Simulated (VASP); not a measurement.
A run of VASP 6.6.1:

The input INCAR:

```
SYSTEM = Sc3Cu2
  PREC = Accurate
  ENCUT = 520
  EDIFF = 1E-7
  ISMEAR = 0
  SIGMA = 0.1
  LREAL = .FALSE.
  LASPH = .TRUE.
  NELM = 100
  ALGO = Fast
  ISIF = 2
  LWAVE = .FALSE.
  LCHARG = .FALSE.
  GGA = PE
  NBANDS = 36
```

KPOINTS

```
regular mesh
0
G
  4 4 4
  0 0 0
```

The input POSCAR:

```
Sc3Cu2
1.0
    4.9038242278      0.0000000000      0.0000000000
    0.0000000000      4.9038242278      0.0000000000
    0.0000000000      0.0000000000      4.9038242278
Sc Cu
3 2
Direct
    0.5000000000      0.0000000000      0.0000000000
    0.0000000000      0.5000000000      0.0000000000
    0.0000000000      0.0000000000      0.5000000000
    0.5000000000      0.5000000000      0.5000000000
    0.0000000000      0.0000000000      0.0000000000
```

Potentials or basis: VASP PAW PBE potentials, release 64 (Sc_sv, Cu).

The run is started by

```console
$ cat potpaw_PBE.64/Sc_sv/POTCAR potpaw_PBE.64/Cu/POTCAR > POTCAR
$ mpirun -np 1 vasp_std > vasp.out
```

Hardware: 1 thread of Oxide Virtual Turin-like Processor (shared host).

Problem. Estimate the wall time of this run.

Solution. It took 83 s on 1 thread of Oxide Virtual Turin-like Processor, with other jobs on the host, peak memory 0.18 GiB. Counts: scf iterations 25, k points 10.
